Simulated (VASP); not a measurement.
A run of VASP 6.6.1 is set up as follows.

File INCAR:

```
SYSTEM = Cd2HgO3
  ALGO = Normal
  EDIFF = 1E-6
  ENCUT = 520
  GGA = PE
  ISIF = 2
  ISMEAR = 0
  LASPH = .True.
  LCHARG = .False.
  LREAL = .False.
  LWAVE = .False.
  NBANDS = 36
  NELM = 60
  PREC = Accurate
  SIGMA = 0.1
```

Contents of KPOINTS:

```
k-points
0
Gamma
  6 6 2
  0 0 0
```

Contents of POSCAR:

```
Cd2HgO3
1.0
    3.0190685482     -1.7408665332      0.0000000000
    3.0190685482      1.7408665332      0.0000000000
   -2.1639642757      0.0000000000      8.9982653410
Cd Hg O
2 1 3
Direct
    0.2193054417      0.2193054417      0.1487195443
    0.7806945583      0.7806945583      0.8512804557
    0.0000000000      0.0000000000      0.5000000000
    0.9322695474      0.9322695474      0.2783667969
    0.5000000000      0.5000000000      0.0000000000
    0.0677304526      0.0677304526      0.7216332031
```

Potentials or basis: VASP PAW PBE potentials, release 64 (Cd, Hg, O).

Run with:

```bash
$ cat potpaw_PBE.64/Cd/POTCAR potpaw_PBE.64/Hg/POTCAR potpaw_PBE.64/O/POTCAR > POTCAR
$ mpirun -np 1 vasp_std > vasp.out
```

Problem. Estimate the pressure.

Solution. 1.5 GPa.

Problem. Estimate the largest force.

Solution. 0.272 eV/Å.

Problem. Estimate the band gap on the k mesh.

Solution. Zero (bands 27 and 28 overlap by 0.11 eV).

Stress tensor (GPa, compression positive):
```
0.71 0.00 0.00
0.00 0.74 0.00
0.00 0.00 2.90
```

Caveat: semilocal functionals underestimate gaps, so a narrow gap can read as zero; spin-orbit coupling is left out, which moves the levels of the heavy elements.
